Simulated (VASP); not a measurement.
# Hf (Im-3m) in VASP: notebook, part 2 of 2

VASP 6.6.1.

## 3. Single point, PBE0

This run uses another cell than the first one, of 22.11 Å³/atom, 0.887 times its volume.

Input file POSCAR:

```
Hf
1.0
   -1.7681529262      1.7681529262      1.7681529262
    1.7681529262     -1.7681529262      1.7681529262
    1.7681529262      1.7681529262     -1.7681529262
Hf
1
Direct
    0.0000000000      0.0000000000      0.0000000000
```

Input file INCAR.step1:

```
PREC = Accurate ; ENCUT = 520
EDIFF = 1E-5 ; ISMEAR = -1
SIGMA = 0.05 ; LREAL = False
LASPH = True ; NELM = 60
ALGO = Normal ; ISIF = 2
LWAVE = True ; LCHARG = False
GGA = PE ; NBANDS = 11
```

Input file INCAR.step2:

```
PREC = Accurate ; ENCUT = 520
EDIFF = 1E-6 ; ISMEAR = -1
SIGMA = 0.05 ; LREAL = False
LASPH = True ; NELM = 60
ALGO = Normal ; ISIF = 2
LWAVE = False ; LCHARG = False
GGA = PE ; LHFCALC = True
AEXX = 0.25 ; PRECFOCK = Normal
ISTART = 1 ; NBANDS = 11
```

Input file KPOINTS:

```
Automatic mesh
0
Gamma
  6 6 6
```

Potentials or basis: VASP PAW PBE potentials, release 64 (Hf_pv).

Started as:

```
$ cat potpaw_PBE.64/Hf_pv/POTCAR > POTCAR
$ cp INCAR.step1 INCAR
$ mpirun -np 1 vasp_std > vasp.out
$ cp INCAR.step2 INCAR
$ mpirun -np 1 vasp_std > vasp.out
```

It took 11 min on 1 thread of Intel Xeon Platinum 8259CL at 2.50GHz (Skylake/Cascade Lake), shared host; peak memory 0.15 GiB.

Results (log left out):

```
Free energy            : -11.9570 eV
Pressure               : 1.0 GPa
Band gap on the k mesh : zero (band 5 reaches 7.11 eV, above the bottom of band 6 at 3.39 eV)
```

Levels at points of the mesh, in eV from the Fermi level:
| k point | band 3 | band 4 | band 5 | band 6 | band 7 | band 8 |
| --- | --- | --- | --- | --- | --- | --- |
| (0.00, 0.00, 0.00) | -32.60 | -8.67 | 2.46 | 2.46 | 2.46 | 5.39 |
| (0.50, 0.00, 0.00) | -32.61 | -4.39 | -0.78 | 1.07 | 5.20 | 6.24 |
| (0.50, 0.50, 0.50) | -33.24 | -3.63 | -3.63 | 8.06 | 8.06 | 8.06 |

Caveat: the k points lie up to 0.42 Å⁻¹ apart; the PAW data sets were made with another functional, which shifts forces and pressure a little; spin-orbit coupling is left out, which moves the levels of the heavy elements.

## 4. Single point, PBE0

This run uses another cell than the first one, of 22.58 Å³/atom, 0.906 times its volume.

Input file POSCAR:

```
Hf
1.0
   -1.7806051177      1.7806051177      1.7806051177
    1.7806051177     -1.7806051177      1.7806051177
    1.7806051177      1.7806051177     -1.7806051177
Hf
1
Direct
    0.0000000000      0.0000000000      0.0000000000
```

Input file INCAR.step1:

```
  ALGO = Normal
  EDIFF = 1E-5
  ENCUT = 520
  GGA = PE
  ISIF = 2
  ISMEAR = -1
  LASPH = T
  LCHARG = F
  LREAL = F
  LWAVE = T
  NBANDS = 11
  NELM = 100
  PREC = Accurate
  SIGMA = 0.05
```

Input file INCAR.step2:

```
  AEXX = 0.25
  ALGO = Normal
  EDIFF = 1E-6
  ENCUT = 520
  GGA = PE
  ISIF = 2
  ISMEAR = -1
  ISTART = 1
  LASPH = T
  LCHARG = F
  LHFCALC = T
  LREAL = F
  LWAVE = F
  NBANDS = 11
  NELM = 100
  PREC = Accurate
  PRECFOCK = Normal
  SIGMA = 0.05
```

Input file KPOINTS:

```
k-points
0
Gamma
  6 6 6
```

Started as:

```
$ cat potpaw_PBE.64/Hf_pv/POTCAR > POTCAR
$ cp INCAR.step1 INCAR
$ mpirun -np 1 vasp_std > vasp.out
$ cp INCAR.step2 INCAR
$ mpirun -np 1 vasp_std > vasp.out
```

It took 12 min on 1 thread of Intel Xeon Platinum 8259CL at 2.50GHz (Skylake/Cascade Lake), shared host; peak memory 0.15 GiB.

It converged, with:

* Free energy: -11.9795 eV
* Pressure: 0.3 GPa
* Band gap on the k mesh: zero (band 5 reaches 6.95 eV, above the bottom of band 6 at 3.20 eV)

Levels at points of the mesh, in eV from the Fermi level:
| k point | band 3 | band 4 | band 5 | band 6 | band 7 | band 8 |
| --- | --- | --- | --- | --- | --- | --- |
| (0.00, 0.00, 0.00) | -32.64 | -8.51 | 2.56 | 2.56 | 2.56 | 5.39 |
| (0.50, 0.00, 0.00) | -32.64 | -4.22 | -0.57 | 1.02 | 5.19 | 6.20 |
| (0.50, 0.50, 0.50) | -33.23 | -3.44 | -3.44 | 7.98 | 7.98 | 7.98 |

Caveat: the k points lie up to 0.42 Å⁻¹ apart; the PAW data sets were made with another functional, which shifts forces and pressure a little; spin-orbit coupling is left out, which moves the levels of the heavy elements.

## 5. Single point, PBE0

This run uses another cell than the first one, of 23.05 Å³/atom, 0.925 times its volume.

Input file POSCAR:

```
Hf
1.0
   -1.7928855410      1.7928855410      1.7928855410
    1.7928855410     -1.7928855410      1.7928855410
    1.7928855410      1.7928855410     -1.7928855410
Hf
1
Direct
    0.0000000000      0.0000000000      0.0000000000
```

Input file INCAR.step1:

```
PREC     = Accurate       # precision mode
ENCUT    = 520            # plane-wave cutoff, eV
EDIFF    = 1E-5           # SCF threshold, eV
ISMEAR   = -1             # smearing method
SIGMA    = 0.05           # smearing width, eV
LREAL    = F              # projectors in reciprocal space
LASPH    = T              # aspherical terms in the spheres
NELM     = 100            # most SCF steps
ALGO     = Normal         # electronic algorithm
ISIF     = 2              # what is computed and relaxed
LWAVE    = T              # write WAVECAR
LCHARG   = F              # write CHGCAR
NBANDS   = 11             # bands
GGA      = PE             # functional
```

Input file INCAR.step2:

```
PREC     = Accurate       # precision mode
ENCUT    = 520            # plane-wave cutoff, eV
EDIFF    = 1E-6           # SCF threshold, eV
ISMEAR   = -1             # smearing method
SIGMA    = 0.05           # smearing width, eV
LREAL    = F              # projectors in reciprocal space
LASPH    = T              # aspherical terms in the spheres
NELM     = 100            # most SCF steps
ALGO     = Normal         # electronic algorithm
ISIF     = 2              # what is computed and relaxed
LWAVE    = F              # write WAVECAR
LCHARG   = F              # write CHGCAR
GGA      = PE             # functional
LHFCALC  = T              # exact exchange
AEXX     = 0.25           # exact-exchange fraction
PRECFOCK = Normal       
NBANDS   = 11             # bands
ISTART   = 1
```

Input file KPOINTS:

```
Automatic mesh
0
Gamma
  6 6 6
```

Potentials or basis: VASP PAW PBE potentials, release 64 (Hf_pv).

Started as:

```
$ cat potpaw_PBE.64/Hf_pv/POTCAR > POTCAR
$ cp INCAR.step1 INCAR
$ mpirun -np 1 vasp_std > vasp.out
$ cp INCAR.step2 INCAR
$ mpirun -np 1 vasp_std > vasp.out
```

OUTCAR:

```text
PREC = Accurate
   ENCUT = 520
   EDIFF = 1E-6
   ISMEAR = -1
   LREAL = F
   LASPH = T
   NELM = 100
   ISIF = 2
   GGA = PE
   LHFCALC = T
   AEXX = 0.25
   PRECFOCK = Normal
   ISTART = 1

 ion  position               nearest neighbor table
   1  0.000  0.000  0.000-

  LATTYP: Found a body centered cubic cell.
 ALAT       =     3.5857710820

[... 400 lines left out ...]
      6      12.0754      0.00000
      7      12.0754      0.00000
      8      12.0754      0.00000
      9      12.2343      0.00000
     10      12.2343      0.00000
     11      12.2343      0.00000

------------------------ aborting loop because EDIFF is reached ----------------------------------------

  FORCE on cell =-STRESS in cart. coord.  units (eV):
  Direction    XX          YY          ZZ          XY          YZ          ZX
  --------------------------------------------------------------------------------------
  -------------------------------------------------------------------------------------
  Total       -0.2905195     -0.2905195     -0.2905195     -0.0000000     -0.0000000      0.0000000
  in kB      -20.1914804    -20.1914804    -20.1914804     -0.0000000     -0.0000000      0.0000000
  external PRESSURE =     -20.1914804 kB  Pullay stress =       0.0000000 kB

 VOLUME and BASIS-vectors are now :
 -----------------------------------------------------------------------------
  energy-cutoff  :      520.00
  volume of cell :       23.05
      direct lattice vectors                 reciprocal lattice vectors
    -1.792885541  1.792885541  1.792885541     0.000000000  0.278880045  0.278880045
     1.792885541 -1.792885541  1.792885541     0.278880045  0.000000000  0.278880045
     1.792885541  1.792885541 -1.792885541     0.278880045  0.278880045  0.000000000

 POSITION                                       TOTAL-FORCE (eV/Angst)
 -----------------------------------------------------------------------------------
      0.00000      0.00000      0.00000         0.000000      0.000000     -0.000000
 -----------------------------------------------------------------------------------
    total drift:                                0.000000     -0.000000     -0.000000

  FREE ENERGIE OF THE ION-ELECTRON SYSTEM (eV)
  ---------------------------------------------------
  free  energy   TOTEN  =       -11.9769527333 eV

  energy  without entropy=      -11.9617182329  energy(sigma->0) =      -11.96933548
```

Wall time 11 min (1 thread of Intel Xeon Platinum 8259CL at 2.50GHz (Skylake/Cascade Lake), shared host); peak memory 0.15 GiB.

Results:

```
Free energy            : -11.9770 eV
Pressure               : -2.0 GPa
Band gap on the k mesh : zero (band 5 reaches 6.80 eV, above the bottom of band 6 at 3.07 eV)
```

Levels at points of the mesh, in eV from the Fermi level:
| k point | band 2 | band 3 | band 4 | band 5 | band 6 | band 7 | band 8 | band 9 |
| --- | --- | --- | --- | --- | --- | --- | --- | --- |
| (0.00, 0.00, 0.00) | -32.72 | -32.72 | -8.43 | 2.54 | 2.54 | 2.54 | 5.32 | 5.32 |
| (0.50, 0.00, 0.00) | -32.97 | -32.72 | -4.15 | -0.51 | 0.94 | 5.10 | 6.09 | 8.62 |
| (0.50, 0.50, 0.50) | -33.27 | -33.27 | -3.33 | -3.33 | 7.82 | 7.82 | 7.82 | 7.98 |

Caveat: the k points lie up to 0.41 Å⁻¹ apart; the PAW data sets were made with another functional, which shifts forces and pressure a little; spin-orbit coupling is left out, which moves the levels of the heavy elements.

## 6. Summary

| cell | gap on the mesh (eV) | pressure (GPa) |
| --- | --- | --- |
| a = 3.188 Å, angles 109.5°, 1 atom | none | -9.5 |
| a = 3.063 Å, angles 109.5°, 1 atom | none | 1.0 |
| a = 3.084 Å, angles 109.5°, 1 atom | none | 0.3 |
| a = 3.105 Å, angles 109.5°, 1 atom | none | -2.0 |

Alike in all rows: task single point; level PBE0; potentials or basis VASP PAW PBE potentials, release 64 (Hf_pv); no spin polarisation; k mesh 6 × 6 × 6; cutoff (eV) 520; smearing fermi-dirac 0.05 eV.

Caveats: all runs use coarse meshes; the PAW data sets were made with another functional, which shifts forces and pressure a little; spin-orbit coupling is left out, which moves the levels of the heavy elements.

Absolute energies hang on the potentials; compare differences alone.
